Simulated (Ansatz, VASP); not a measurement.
## Cs2RhC: VASP beside Ansatz

File INCAR:

```
SYSTEM = Cs2RhC
  PREC = Accurate
  ENCUT = 600
  EDIFF = 1E-7
  ISMEAR = 0
  SIGMA = 0.1
  LREAL = .False.
  LASPH = .True.
  NELM = 100
  ALGO = Normal
  ISIF = 3
  LWAVE = .False.
  LCHARG = .False.
  GGA = PE
  IBRION = 2
  NSW = 100
  EDIFFG = -0.01
```

KPOINTS

```
regular mesh
0
Gamma
  12 12 12
  0 0 0
```

The input POSCAR:

```
Cs2RhC
1.0
    6.0626576909      0.0000000000      0.0000000000
   -3.0313288454      5.2504155747      0.0000000000
    0.0000000000      0.0000000000      3.8558513713
Cs Rh C
2 1 1
Direct
    0.3333333333      0.6666666667      0.0000000000
    0.6666666667      0.3333333333      0.0000000000
    0.0000000000      0.0000000000      0.5000000000
    0.0000000000      0.0000000000      0.0000000000
```

Input for Ansatz:

```yaml
crystal:
  lattice:
    - [6.0626576909, 0.0, 0.0]
    - [-3.0313288454, 5.2504155747, 0.0]
    - [0.0, 0.0, 3.8558513713]
  atoms:
    - { symbol: Cs, position: [0.3333333333, 0.6666666667, 0.0] }
    - { symbol: Cs, position: [0.6666666667, 0.3333333333, 0.0] }
    - { symbol: Rh, position: [0.0, 0.0, 0.5] }
    - { symbol: C, position: [0.0, 0.0, 0.0] }
basis:
  ecutwfc: 420
kpoints:
  mp_grid: { grid: [12, 12, 12] }
hamiltonian:
  xc: pbe
scf:
  occupations: { method: gaussian, width: 0.1 }
output:
  forces: true
  stress: true
  eigenvalues: true
  write_density: true
  write_potential: true
  elf: true
  volumetric_format: npy
relax:
  adjacent_minimum: "off"
  f_tol: 0.01
  max_steps: 80
  cell: { stress_tol: 0.05 }
```

Alike in both runs: task relaxation of cell and atoms; functional PBE; k mesh 12 × 12 × 12; occupations gaussian, width 0.1 eV; no spin polarisation.

|  | VASP | Ansatz |
| --- | --- | --- |
| version | VASP 6.6.1 | Ansatz 0.2.0 |
| potentials or method | VASP PAW PBE potentials, release 64 (Cs_sv, Rh_pv, C), cutoff 600 eV | scalar-relativistic, plane waves, PAW |
| valence electrons in the cell | 37 | 39 |

|  | VASP | Ansatz | Ansatz less VASP |
| --- | --- | --- | --- |
| gap on the k mesh at the Fermi level, each at its own relaxed structure (eV) | none | none | - |
| relaxed volume (Å³/atom) | 31.22 | 31.16 | -0.064 |
| relaxed length of the cell vector where the two differ most in proportion (Å) | 6.129 | 6.122 | -0.0066 |

A gap of «none» marks a metal or a gap that the smearing closes. VASP's potentials hold 37 valence electrons a cell and Ansatz's 39, so a difference there can come from the potentials and not from the codes.

Spin-orbit coupling is off throughout.
